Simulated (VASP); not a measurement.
# PrPb5 (R-3m) in VASP: further runs, part 2 of 2

VASP 6.6.1.

**3. Single point, PBE**

This run uses another cell than the first one, of 38.34 Å³/atom.

INCAR reads:

```
SYSTEM = PrPb5
PREC     = Accurate       ! precision mode
ENCUT    = 500            ! plane-wave cutoff, eV
EDIFF    = 1E-6           ! SCF threshold, eV
ISMEAR   = 0              ! smearing method
SIGMA    = 0.1            ! smearing width, eV
LREAL    = .FALSE.        ! projectors in reciprocal space
LASPH    = .TRUE.         ! aspherical terms in the spheres
NELM     = 200            ! most SCF steps
ALGO     = Normal         ! electronic algorithm
ISIF     = 2              ! what is computed and relaxed
LWAVE    = .FALSE.        ! write WAVECAR
LCHARG   = .FALSE.        ! write CHGCAR
GGA      = PE             ! functional
NBANDS   = 50             ! bands
GGA_COMPAT= .FALSE.      
LMAXMIX  = 6              ! l up to which the mixer works
```

KPOINTS reads:

```
regular mesh
0
G
  6 6 6
  0 0 0
```

POSCAR reads:

```
PrPb5
1.0
    3.3203478710      1.9170037372      6.0234569827
   -3.3203478710      1.9170037372      6.0234569827
    0.0000000000     -3.8340074743      6.0234569827
Pr Pb
1 5
Direct
    0.5000000000      0.5000000000      0.5000000000
    0.0000000000      0.0000000000      0.5000000000
    0.5000000000      0.0000000000      0.0000000000
    0.0000000000      0.5000000000      0.0000000000
    0.3168141698      0.3168141698      0.3168141698
    0.6831858302      0.6831858302      0.6831858302
```

Potentials or basis: VASP PAW PBE potentials, release 64 (Pr_3, Pb_d), 4f in core.

Run with:

```bash
$ cat potpaw_PBE.64/Pr_3/POTCAR potpaw_PBE.64/Pb_d/POTCAR > POTCAR
$ mpirun -np 1 vasp_std > vasp.out
```

OUTCAR:

```text
SYSTEM = PrPb5
   PREC = Accurate
   ENCUT = 500
   EDIFF = 1E-6
   ISMEAR = 0
   LREAL = .FALSE.
   LASPH = .TRUE.
   NELM = 200
   ISIF = 2
   GGA = PE

 ion  position               nearest neighbor table
   1  0.500  0.500  0.500-   5 3.31   6 3.31   2 3.32   2 3.32   3 3.32   3 3.32   4 3.32   4 3.32

   2  0.000  0.000  0.500-   1 3.32   1 3.32   3 3.32   4 3.32   4 3.32   3 3.32   5 3.32   6 3.32

   3  0.500  0.000  0.000-   4 3.32   4 3.32   1 3.32   1 3.32   2 3.32   2 3.32   5 3.32   6 3.32

   4  0.000  0.500  0.000-   3 3.32   3 3.32   2 3.32   1 3.32   1 3.32   2 3.32   5 3.32   6 3.32

   5  0.317  0.317  0.317-   1 3.31   3 3.32   4 3.32   2 3.32   6 3.88   6 3.88   6 3.88
   6  0.683  0.683  0.683-   1 3.31   3 3.32   4 3.32   2 3.32   5 3.88   5 3.88   5 3.88

  LATTYP: Found a trigonal (rhomboedric) cell.
 ALAT       =     7.1401433694
 COS(alpha) =     0.5675027952

  Lattice vectors:

 A1 = (   3.3203478710,   1.9170037372,   6.0234569827)
 A2 = (  -3.3203478710,   1.9170037372,   6.0234569827)
[... 186 lines left out ...]

 val. band max:        4.4643441801   @ k =   0.5000   0.3333   0.1667
 cond. band min:       4.4819078311   @ k =  -0.1667   0.3333   0.1667
 fundamental gap:      0.0175636510
 Fermi energy:         4.4747723508

 k-point     1 :       0.0000    0.0000    0.0000
  band No.  band energies     occupation
      1     -32.2034      2.00000
      2     -14.2871      2.00000
      3     -14.1993      2.00000
      4     -14.1993      2.00000
      5     -12.6101      2.00000
      6     -12.5240      2.00000
[... 1261 lines left out ...]
     49       8.0294      0.00000
     50       8.2818      0.00000

 [... further k-points ...]

------------------------ aborting loop because EDIFF is reached ----------------------------------------

  FORCE on cell =-STRESS in cart. coord.  units (eV):
  Direction    XX          YY          ZZ          XY          YZ          ZX
  --------------------------------------------------------------------------------------
  -------------------------------------------------------------------------------------
  Total       -0.0327108     -0.0327108      0.0217898      0.0000000      0.0000000      0.0000000
  in kB       -0.2278231     -0.2278231      0.1517610      0.0000000      0.0000000      0.0000000
  external PRESSURE =      -0.1012950 kB  Pullay stress =       0.0000000 kB

 VOLUME and BASIS-vectors are now :
 -----------------------------------------------------------------------------
  energy-cutoff  :      500.00
  volume of cell :      230.04
      direct lattice vectors                 reciprocal lattice vectors
     3.320347871  1.917003737  6.023456983     0.150586631  0.086941232  0.055339207
    -3.320347871  1.917003737  6.023456983    -0.150586631  0.086941232  0.055339207
     0.000000000 -3.834007474  6.023456983     0.000000000 -0.173882464  0.055339207

 POSITION                                       TOTAL-FORCE (eV/Angst)
 -----------------------------------------------------------------------------------
      0.00000      0.00000      9.03519         0.000000     -0.000000      0.000000
      0.00000     -1.91700      3.01173        -0.000000     -0.000000     -0.000000
      1.66017      0.95850      3.01173         0.000000     -0.000000     -0.000000
     -1.66017      0.95850      3.01173         0.000000     -0.000000      0.000000
      0.00000      0.00000      5.72495         0.000000      0.000000      0.003209
      0.00000      0.00000     12.34542         0.000000     -0.000000     -0.003209
 -----------------------------------------------------------------------------------
    total drift:                               -0.000000     -0.000000      0.000000

  FREE ENERGIE OF THE ION-ELECTRON SYSTEM (eV)
  ---------------------------------------------------
  free  energy   TOTEN  =       -22.2272854237 eV

  energy  without entropy=      -22.2017585684  energy(sigma->0) =      -22.21452200
```

OSZICAR:

```text
N       E                     dE             d eps       ncg     rms          rms(c)
DAV:   1     0.100857028522E+04    0.10086E+04   -0.36952E+04  3200   0.171E+03
DAV:   2     0.881916280077E+02   -0.92038E+03   -0.89966E+03  3200   0.495E+02
DAV:   3    -0.155663333003E+02   -0.10376E+03   -0.10078E+03  3986   0.212E+02
DAV:   4    -0.225285169373E+02   -0.69622E+01   -0.68706E+01  4712   0.521E+01
DAV:   5    -0.228826949189E+02   -0.35418E+00   -0.35341E+00  4952   0.946E+00    0.507E+00
DAV:   6    -0.222524083742E+02    0.63029E+00   -0.12976E+00  4660   0.967E+00    0.250E+00
DAV:   7    -0.222351003547E+02    0.17308E-01   -0.37658E-01  3958   0.431E+00    0.129E+00
DAV:   8    -0.222257880739E+02    0.93123E-02   -0.73205E-02  4374   0.257E+00    0.239E-01
DAV:   9    -0.222261507617E+02   -0.36269E-03   -0.11766E-02  4710   0.976E-01    0.117E-01
DAV:  10    -0.222270616044E+02   -0.91084E-03   -0.22538E-03  4000   0.341E-01    0.523E-02
DAV:  11    -0.222271992010E+02   -0.13760E-03   -0.44111E-04  4270   0.182E-01    0.174E-02
DAV:  12    -0.222272572720E+02   -0.58071E-04   -0.96477E-05  4540   0.655E-02    0.103E-02
DAV:  13    -0.222272827794E+02   -0.25507E-04   -0.54282E-05  3780   0.372E-02    0.493E-03
DAV:  14    -0.222272844255E+02   -0.16461E-05   -0.31038E-06  2816   0.961E-03    0.256E-03
DAV:  15    -0.222272854237E+02   -0.99825E-06   -0.20880E-06  2502   0.980E-03
   1 F= -.22227285E+02 E0= -.22214522E+02  d E =-.255269E-01
```

stdout:

```text
POSCAR found type information on POSCAR PrPb
 POSCAR found :  2 types and       6 ions
 scaLAPACK will be used
 LDA part: xc-table for (Slater+PW92), standard interpolation
 POSCAR, INCAR and KPOINTS ok, starting setup
 FFT: planning ... GRIDC
 FFT: planning ... GRID_SOFT
 FFT: planning ... GRID
 WAVECAR not read
 entering main loop
```

It took 4.3 min on 1 thread of Intel Xeon 6975P-C (Granite Rapids), shared host; peak memory 0.53 GiB.

What came out:

```yaml
Free_energy: -22.2273 eV
Pressure: 0.0 GPa
Largest_force: 0.003 eV/Å
Band_gap_on_the_k_mesh: zero (an odd number of electrons rules out a gap without spin polarisation)
```

Forces in eV/Å, atoms in the order of the input:
```
Pr   0.000  0.000  0.000
Pb   0.000  0.000  0.000
Pb   0.000  0.000  0.000
Pb   0.000  0.000  0.000
Pb   0.000  0.000  0.003
Pb   0.000  0.000 -0.003
```

Caveat: spin-orbit coupling is left out, which moves the levels of the heavy elements; the 4f electrons are frozen in the core, so they carry no moment and show no levels. Spin polarisation is off, so any magnetic state and its effect on volume and gap are missing.

The gap in the log of VASP goes by the Fermi energy; the results here count the filled bands.